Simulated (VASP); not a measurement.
Set up this calculation in VASP 6.6.1, as the native input.

```
Task                   : single point
Functional             : r2SCAN
Potentials or basis    : VASP PAW PBE potentials, release 64 (Ba_sv, Te)
Cutoff                 : 520 eV
k mesh                 : 6 × 6 × 6
Occupations            : gaussian, width 0.01 eV
Spin                   : no spin polarisation
Dipole correction      : no
Further INCAR settings : ALGO = Normal; EDIFF = 1e-07; NBANDS = 15
```

Crystal: BaTe.

```
CELL_PARAMETERS angstrom
3.49590 3.49590 0.00000
-3.49590 3.49590 0.00000
0.00000 3.49590 3.55240
ATOMIC_POSITIONS crystal
Ba 0.00000 0.00000 0.00000
Te 0.50000 0.50000 0.00000
```

This cell differs from its parent crystal: in-plane strain -0.01.

These files were run (other wordings do the same):

POSCAR

```
BaTe
1.0
    3.4959031701      3.4959031701      0.0000000000
   -3.4959031701      3.4959031701      0.0000000000
    0.0000000000      3.4959031701      3.5524026153
Ba Te
1 1
Direct
    0.0000000000      0.0000000000      0.0000000000
    0.5000000000      0.5000000000      0.0000000000
```

INCAR.step1

```
ALGO = Normal
EDIFF = 1E-4
ENCUT = 520
GGA = PE
ISMEAR = 0
LASPH = T
LCHARG = F
LREAL = F
LWAVE = T
NBANDS = 15
NELM = 60
PREC = Accurate
SIGMA = 0.01
```

INCAR.step2

```
ALGO = Normal
EDIFF = 1E-7
ENCUT = 520
ISIF = 2
ISMEAR = 0
ISTART = 1
LASPH = T
LCHARG = F
LMIXTAU = T
LREAL = F
LWAVE = F
METAGGA = R2SCAN
NBANDS = 15
NELM = 60
PREC = Accurate
SIGMA = 0.01
```

KPOINTS

```
k-points
0
Gamma
  6 6 6
```

Potentials or basis: VASP PAW PBE potentials, release 64 (Ba_sv, Te).

Launch:

```sh
$ cat potpaw_PBE.64/Ba_sv/POTCAR potpaw_PBE.64/Te/POTCAR > POTCAR
$ cp INCAR.step1 INCAR
$ mpirun -np 1 vasp_std > vasp.out
$ cp INCAR.step2 INCAR
$ mpirun -np 1 vasp_std > vasp.out
```

Results of the run:

```
Pressure               : 0.8 GPa
Band gap on the k mesh : 1.89 eV (least direct gap 2.26 eV)
```

Caveat: the cell differs from its parent crystal (in-plane strain -0.01); the PAW data sets were made with another functional, which shifts forces and pressure a little; spin-orbit coupling is left out, which moves the levels of the heavy elements.

Wall time 2.4 min on 1 thread of AMD EPYC 9R14 (Zen 4), with other jobs on the host, peak memory 0.24 GiB.
